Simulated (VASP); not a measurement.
# BaHg (P6_3mc) in VASP: further runs

The runs below take BaHg through single point, relaxation of cell and atoms, with LDA.

All numbers are computed with VASP 6.6.1; they aren't measurements. Logs are shortened: lines on timing, memory, paths and dates and some standing lists are left out, and cuts for length are marked.

### 1 The cell of the first run

Symmetry: P6_3mc, No. 186, hexagonal system. The conventional cell has a = 4.304 Å, b = 4.304 Å, c = 10.652 Å, α = 90.00°, β = 90.00°, γ = 120.00°. Within 4.4 Å of Ba (site symmetry 3m) lie 4 Hg at 3.23 to 3.27 Å and 6 Ba at 4.30 Å. Hg (site symmetry 3m) has 4 Ba at 3.23 to 3.27 Å and 6 Hg at 4.30 Å within 4.4 Å.

### 2 Single point, LDA

The input, INCAR:

```
ALGO = Normal ; EDIFF = 1E-6
ENCUT = 520 ; GGA = CA
ISIF = 2 ; ISMEAR = 0
LASPH = T ; LCHARG = F
LREAL = F ; LWAVE = F
NBANDS = 30 ; NELM = 60
PREC = Accurate ; SIGMA = 0.1
```

The input, KPOINTS:

```
k-points
0
Gamma
  6 6 2
```

The input, POSCAR:

```
BaHg
1.0
    4.3044858809      0.0000000000      0.0000000000
   -2.1522429404      3.7277941231      0.0000000000
    0.0000000000      0.0000000000     10.6516267880
Ba Hg
2 2
Direct
    0.3333333333      0.6666666667      0.0341561070
    0.6666666667      0.3333333333      0.5341561070
    0.3333333333      0.6666666667      0.3408438930
    0.6666666667      0.3333333333      0.8408438930
```

Potentials or basis: VASP PAW LDA potentials, release 64 (Ba_sv, Hg).

Started as:

```sh
$ cat potpaw_LDA.64/Ba_sv/POTCAR potpaw_LDA.64/Hg/POTCAR > POTCAR
$ mpirun -np 1 vasp_std > vasp.out
```

OUTCAR:

```text
EDIFF = 1E-6
   ENCUT = 520
   GGA = CA
   ISIF = 2
   ISMEAR = 0
   LASPH = T
   LREAL = F
   NELM = 60
   PREC = Accurate

 ion  position               nearest neighbor table
   1  0.333  0.667  0.034-   4 3.23   4 3.23   4 3.23   3 3.27
   2  0.667  0.333  0.534-   3 3.23   3 3.23   3 3.23   4 3.27
   3  0.333  0.667  0.341-   2 3.23   2 3.23   2 3.23   1 3.27
   4  0.667  0.333  0.841-   1 3.23   1 3.23   1 3.23   2 3.27

  LATTYP: Found a hexagonal cell.
 ALAT       =     4.3044858809
 C/A-ratio  =     2.4745409981

  Lattice vectors:

 A1 = (   4.3044858809,   0.0000000000,   0.0000000000)
 A2 = (  -2.1522429404,   3.7277941231,   0.0000000000)
 A3 = (   0.0000000000,   0.0000000000,  10.6516267880)

Analysis of symmetry for initial positions (statically):
=====================================================================
 Subroutine PRICEL returns:
 Original cell was already a primitive cell.

 Routine SETGRP: Setting up the symmetry group for a
 hexagonal supercell.

 Subroutine GETGRP returns: Found 12 space group operations
 (whereof  6 operations were pure point group operations)
 out of a pool of 24 trial point group operations.

The static configuration has the point symmetry C_3v.
 The point group associated with its full space group is C_6v.

Analysis of symmetry for dynamics (positions and initial velocities):
=====================================================================
 Subroutine PRICEL returns:
 Original cell was already a primitive cell.

 Routine SETGRP: Setting up the symmetry group for a
 hexagonal supercell.

 Subroutine GETGRP returns: Found 12 space group operations
 (whereof  6 operations were pure point group operations)
 out of a pool of 24 trial point group operations.

The dynamic configuration has the point symmetry C_3v.
 The point group associated with its full space group is C_6v.

 Subroutine INISYM returns: Found 12 space group operations
 (whereof  6 operations are pure point group operations),
 and found     1 'primitive' translations

----------------------------------------------------------------------------------------

                                     Primitive cell

[... 70 lines left out ...]
   ions per type =               2   2
   NGX,Y,Z   is equivalent  to a cutoff of  12.36, 12.36, 12.49 a.u.
   NGXF,Y,Z  is equivalent  to a cutoff of  24.72, 24.72, 24.97 a.u.
 SYSTEM =  unknown system
   PREC   = accura    normal or accurate (medium, high low for compatibility)
   ISTART =      0    job   : 0-new  1-cont  2-samecut
   ICHARG =      2    charge: 1-file 2-atom 10-const
   ISPIN  =      1    spin polarized calculation?
   LNONCOLLINEAR =      F non collinear calculations
   LSORBIT =      F    spin-orbit coupling
   LASPH  =      T    aspherical Exc in radial PAW
   ENCUT  =  520.0 eV  38.22 Ry    6.18 a.u.   8.00  8.00 19.80*2*pi/ulx,y,z
   NELM   =     60;   NELMIN=  2; NELMDL= -5     # of ELM steps
   EDIFF  = 0.1E-05   stopping-criterion for ELM
   LREAL  =      F    real-space projection
[... 7 lines left out ...]
   TEBEG  =    0.0;   TEEND  =   0.0 temperature during run
   PSTRESS=    0.0 pullay stress
   NELECT =      44.0000    total number of electrons
   NUPDOWN=      -1.0000    fix difference up-down
   EMIN   =  10.00;   EMAX   =-10.00  energy-range for DOS
   EFERMI =   0.00;   METHOD = LEGACY
   ISMEAR =     0;   SIGMA  =   0.10  broadening in eV -4-tet -1-fermi 0-gaus
   EFERMI_NEDOS =   21; number of points for ismear=-14 and -15
   IALGO  =     38    algorithm
   IMIX   =      4    mixing-type and parameters
     AMIX     =   0.40;   BMIX     =  1.00
     AMIX_MAG =   1.60;   BMIX_MAG =  1.00
  volume/ion in A,a.u.               =      42.73       288.35
  Fermi-wavevector in a.u.,A,eV,Ry     =   1.041428  1.968014 14.756508  1.084573
  Thomas-Fermi vector in A             =   2.176048
   LORBIT       =      0    0 simple, 1 ext, 2 COOP (PROOUT), +10 PAW based schemes
   GGA     = CA    functional components
   LHFCALC =     F    Hartree Fock is set to
   AEXX    =    0.0000 exact exchange contribution
   IVDW    =     0    specifies the selected vdW correction
   LEPSILON=     F    determine dielectric tensor
   LRPA    =     F    only Hartree local field effects (RPA)
 non-spin polarized calculation
 Gauss-broadening in eV      SIGMA  =   0.10
  energy-cutoff  :      520.00
  volume of cell :      170.92
 maximum number of plane-waves:      4638
   NGX = 17   NGY = 17   NGZ = 39

 number of electron      43.9999999 magnetization

 Free energy of the ion-electron system (eV)
  ---------------------------------------------------
  ext. energy  EPLUGINS =         0.00000000
  ---------------------------------------------------
  free energy    TOTEN  =        -6.93518606 eV

  energy without entropy =       -6.92972877  energy(sigma->0) =       -6.93245742

 E-fermi :   1.6421     XC(G=0):  -8.5725

 val. band max:        1.4074045655   @ k =   0.3333  -0.0000   0.0000
 cond. band min:       1.6831756493   @ k =   0.3333  -0.0000   0.0000
 fundamental gap:      0.2757710838
 Fermi energy:         1.6421098879

 k-point     1 :       0.0000    0.0000    0.0000
  band No.  band energies     occupation
      1     -26.8898      2.00000
      2     -26.8867      2.00000
      3     -12.3424      2.00000
      4     -12.2357      2.00000
      5     -11.9284      2.00000
      6     -11.9284      2.00000
[... 451 lines left out ...]
     29       3.9581      0.00000
     30       3.9581      0.00000

------------------------ aborting loop because EDIFF is reached ----------------------------------------

  FORCE on cell =-STRESS in cart. coord.  units (eV):
  Direction    XX          YY          ZZ          XY          YZ          ZX
  --------------------------------------------------------------------------------------
  -------------------------------------------------------------------------------------
  Total        0.1973130      0.1973130      0.5329346      0.0000000      0.0000000      0.0000000
  in kB        1.8495970      1.8495970      4.9956882      0.0000000      0.0000000      0.0000000
  external PRESSURE =       2.8982941 kB  Pullay stress =       0.0000000 kB

 VOLUME and BASIS-vectors are now :
 -----------------------------------------------------------------------------
  energy-cutoff  :      520.00
  volume of cell :      170.92
      direct lattice vectors                 reciprocal lattice vectors
     4.304485881  0.000000000  0.000000000     0.232315781  0.134127579  0.000000000
    -2.152242940  3.727794123  0.000000000     0.000000000  0.268255158  0.000000000
     0.000000000  0.000000000 10.651626788     0.000000000  0.000000000  0.093882373

 POSITION                                       TOTAL-FORCE (eV/Angst)
 -----------------------------------------------------------------------------------
     -0.00000      2.48520      0.36382        -0.000000      0.000000      0.045509
      2.15224      1.24260      5.68963         0.000000     -0.000000      0.045509
     -0.00000      2.48520      3.63054        -0.000000      0.000000     -0.045509
      2.15224      1.24260      8.95636         0.000000     -0.000000     -0.045509
 -----------------------------------------------------------------------------------
    total drift:                               -0.000000      0.000000      0.000045

  FREE ENERGIE OF THE ION-ELECTRON SYSTEM (eV)
  ---------------------------------------------------
  free  energy   TOTEN  =        -6.9351860641 eV

  energy  without entropy=       -6.9297287708  energy(sigma->0) =       -6.93245742
```

It took 41 s on 1 thread of AMD EPYC 7R13 (Zen 3), shared host; peak memory 0.22 GiB.

Results:

```
Free energy            : -6.9352 eV
Pressure               : 0.3 GPa
Largest force          : 0.046 eV/Å
Band gap on the k mesh : zero (bands 22 and 23 overlap by 0.09 eV)
```

Forces on the atoms (eV/Å):
```
Ba   0.000  0.000  0.046
Ba   0.000  0.000  0.046
Hg   0.000  0.000 -0.046
Hg   0.000  0.000 -0.046
```

Stress tensor (GPa, compression positive):
```
0.18 0.00 0.00
0.00 0.18 0.00
0.00 0.00 0.50
```

Caveat: spin-orbit coupling is left out, which moves the levels of the heavy elements.

### 3 Single point, LDA

This run uses another cell than the first one, of 43.37 Å³/atom.

The input, INCAR:

```
SYSTEM = BaHg
  ALGO = Normal
  EDIFF = 1E-7
  ENCUT = 520
  ISIF = 2
  ISMEAR = 0
  LASPH = .TRUE.
  LCHARG = .FALSE.
  LREAL = .FALSE.
  LWAVE = .FALSE.
  NBANDS = 30
  NELM = 80
  PREC = Accurate
  SIGMA = 0.1
```

The input, KPOINTS:

```
k-points
0
G
  6 6 2
  0 0 0
```

The input, POSCAR:

```
BaHg
1.0
    4.3259015860      0.0000000000      0.0000000000
   -2.1629507930      3.7463406678      0.0000000000
    0.0000000000      0.0000000000     10.7046208284
Ba Hg
2 2
Direct
    0.3333333333      0.6666666667      0.0341561070
    0.6666666667      0.3333333333      0.5341561070
    0.3333333333      0.6666666667      0.3408438930
    0.6666666667      0.3333333333      0.8408438930
```

Potentials or basis: VASP PAW LDA potentials, release 64 (Ba_sv, Hg).

Started as:

```sh
$ cat potpaw_LDA.64/Ba_sv/POTCAR potpaw_LDA.64/Hg/POTCAR > POTCAR
$ mpirun -np 1 vasp_std > vasp.out
```

Wall time 40 s (1 thread of AMD EPYC 7R13 (Zen 3), shared host); peak memory 0.22 GiB.

The run converged. Its results:

* Free energy: -6.9378 eV
* Pressure: 0.0 GPa
* Largest force: 0.018 eV/Å
* Band gap on the k mesh: zero (bands 22 and 23 overlap by 0.09 eV)

Forces in eV/Å, atoms in the order of the input:
```
Ba   0.000  0.000  0.018
Ba   0.000  0.000  0.018
Hg   0.000  0.000 -0.018
Hg   0.000  0.000 -0.018
```

Stress tensor (GPa, compression positive):
```
-0.07  0.00  0.00
 0.00 -0.07  0.00
 0.00  0.00  0.06
```

Levels at points of the mesh, in eV from the Fermi level:
```tsv
k point	band 18	band 19	band 20	band 21	band 22	band 23	band 24	band 25	band 26	band 27
(0.00, 0.00, 0.00)	-7.23	-5.80	-4.85	-1.77	-0.72	1.72	1.72	1.83	1.83	1.95
(0.50, 0.00, 0.00)	-7.08	-4.35	-4.05	-1.14	-0.94	0.16	0.48	1.48	1.50	2.05
(0.00, 0.00, 0.50)	-7.23	-5.37	-5.37	-1.19	-1.19	1.78	1.78	1.78	1.78	2.18
(0.50, 0.00, 0.50)	-7.08	-4.23	-4.23	-0.90	-0.90	0.21	0.21	1.58	1.58	1.99
```

Caveat: spin-orbit coupling is left out, which moves the levels of the heavy elements.

### 4 Relaxation of cell and atoms, LDA

This run uses another cell than the first one, of 47.73 Å³/atom.

The input, INCAR:

```
SYSTEM = BaHg
PREC = Accurate ; ENCUT = 600
EDIFF = 1E-6 ; ISMEAR = 0
SIGMA = 0.1 ; LREAL = .FALSE.
LASPH = .TRUE. ; NELM = 60
ALGO = Normal ; ISIF = 3
LWAVE = .FALSE. ; LCHARG = .FALSE.
GGA = CA ; IBRION = 2
NSW = 80 ; EDIFFG = -0.01
```

The input, KPOINTS:

```
regular mesh
0
G
  5 5 3
  0 0 0
```

The input, POSCAR:

```
BaHg
1.0
    5.1300000000      0.0000000000      0.0000000000
   -2.5650000000      4.4427103214      0.0000000000
    0.0000000000      0.0000000000      8.3772900000
Ba Hg
2 2
Direct
    0.3333333333      0.6666666667      0.0000000000
    0.6666666667      0.3333333333      0.5000000000
    0.3333333333      0.6666666667      0.3750000000
    0.6666666667      0.3333333333      0.8750000000
```

Started as:

```sh
$ cat potpaw_LDA.64/Ba_sv/POTCAR potpaw_LDA.64/Hg/POTCAR > POTCAR
$ mpirun -np 1 vasp_std > vasp.out
```

Wall time 18 min (1 thread of AMD EPYC 7R13 (Zen 3), shared host); peak memory 0.29 GiB.

The run converged. Its results:

| Property | Result |
| --- | --- |
| Free energy | -6.9447 eV |
| Relaxed volume | 43.39 Å³/atom |
| Relaxed cell | a = 4.318 Å, b = 4.318 Å, c = 10.747 Å, α = 90.00°, β = 90.00°, γ = 120.00° |
| Space group after relaxing (to 0.1 Å) | P6_3mc (No. 186) |
| Energy gained by relaxing | 105.6 meV/atom |
| Ionic steps | 42 |
| Pressure after relaxing | 0.0 GPa |
| Largest force after relaxing | 0.003 eV/Å |
| Band gap on the k mesh | 0.31 eV (least direct gap 0.40 eV) |

Forces in eV/Å, atoms in the order of the input:
```
Ba   0.000  0.000  0.003
Ba   0.000  0.000  0.003
Hg   0.000  0.000 -0.003
Hg   0.000  0.000 -0.003
```

The path:
| step | energy change (eV) | largest force (eV/Å) | pressure (GPa) | volume (Å³) |
| --- | --- | --- | --- | --- |
| 1 | 0.0000 | 0.0215 | 1.35 | 190.93 |
| 3 | -0.0512 | 0.0203 | -0.01 | 203.71 |
| 5 | -0.0513 | 0.0178 | 0.02 | 203.45 |
| 7 | -0.0522 | 0.0044 | 0.01 | 203.52 |
| 9 | -0.0566 | 0.0634 | -0.05 | 203.74 |
| 11 | -0.0597 | 0.1921 | -0.14 | 203.96 |
| 13 | -0.0597 | 0.1928 | -0.14 | 203.96 |
| 15 | -0.0599 | 0.1976 | -0.14 | 203.97 |
| 17 | -0.0607 | 0.2149 | -0.16 | 203.99 |
| 19 | -0.0623 | 0.2944 | -0.24 | 204.07 |
| 21 | -0.0694 | 0.3189 | -0.29 | 203.95 |
| 23 | -0.0945 | 0.4819 | -0.54 | 203.07 |
| 25 | -0.0900 | 0.5887 | -0.62 | 202.61 |
| 27 | -0.1638 | 0.6636 | -1.04 | 198.61 |
| 29 | -0.1478 | 0.7618 | -1.12 | 197.32 |
| 31 | -0.3226 | 0.4407 | -1.04 | 188.05 |
| 33 | -0.4072 | 0.0909 | -0.58 | 176.25 |
| 35 | -0.4204 | 0.0497 | 0.00 | 171.95 |
| 37 | -0.4206 | 0.0436 | 0.07 | 171.38 |
| 39 | -0.4219 | 0.0133 | 0.05 | 172.15 |
| 41 | -0.4224 | 0.0196 | 0.03 | 173.02 |
| 42 | -0.4226 | 0.0030 | -0.01 | 173.56 |

Final structure:
```yaml
crystal:
  lattice:
    - [4.31844, 0.00000, 0.00000]
    - [-2.15922, 3.73988, 0.00000]
    - [0.00000, 0.00000, 10.74658]
  atoms:
    - { symbol: Ba, position: [0.33333, 0.66667, 0.03450] }
    - { symbol: Ba, position: [0.66667, 0.33333, 0.53450] }
    - { symbol: Hg, position: [0.33333, 0.66667, 0.34050] }
    - { symbol: Hg, position: [0.66667, 0.33333, 0.84050] }
```

Levels at points of the mesh, in eV from the valence-band top:
```csv
k point,band 18,band 19,band 20,band 21,band 22,band 23,band 24,band 25,band 26
"(0.00, 0.00, 0.00)",-7.04,-5.62,-4.68,-1.61,-0.55,1.91,2.02,2.02,2.10
```

Caveat: a cell axis changed by over 15 % at a fixed basis, so the end point is rough; spin-orbit coupling is left out, which moves the levels of the heavy elements; an odd mesh through Γ misses points on the zone boundary, where band edges can lie.

### 5 Overview

| task | cell | k mesh | cutoff (eV) | gap on the mesh (eV) | pressure (GPa) | largest force (eV/Å) |
| --- | --- | --- | --- | --- | --- | --- |
| single point | a = 4.304, b = 4.304, c = 10.652 Å, angles 90.0, 90.0, 120.0°, 4 atoms, atomic positions A | 6 × 6 × 2 | 520 | none | 0.3 | 0.05 |
| single point | a = 4.326, b = 4.326, c = 10.705 Å, angles 90.0, 90.0, 120.0°, 4 atoms, atomic positions A | 6 × 6 × 2 | 520 | none | 0.0 | 0.02 |
| relaxation of cell and atoms | relaxed from a = 5.130, b = 5.130, c = 8.377 Å, angles 90.0, 90.0, 120.0°, 4 atoms, atomic positions B | 5 × 5 × 3 | 600 | 0.31 | 0.0 | - |

Alike in all rows: level LDA; potentials or basis VASP PAW LDA potentials, release 64 (Ba_sv, Hg); no spin polarisation; smearing gaussian 0.1 eV.

Caveats: spin-orbit coupling is left out, which moves the levels of the heavy elements; a cell axis changed by over 15 % at a fixed basis, so the end point is rough (at least some runs); an odd mesh through Γ misses points on the zone boundary, where band edges can lie (at least some runs).

Total energies depend on the potentials used, so only differences within one code and one set of settings carry meaning.
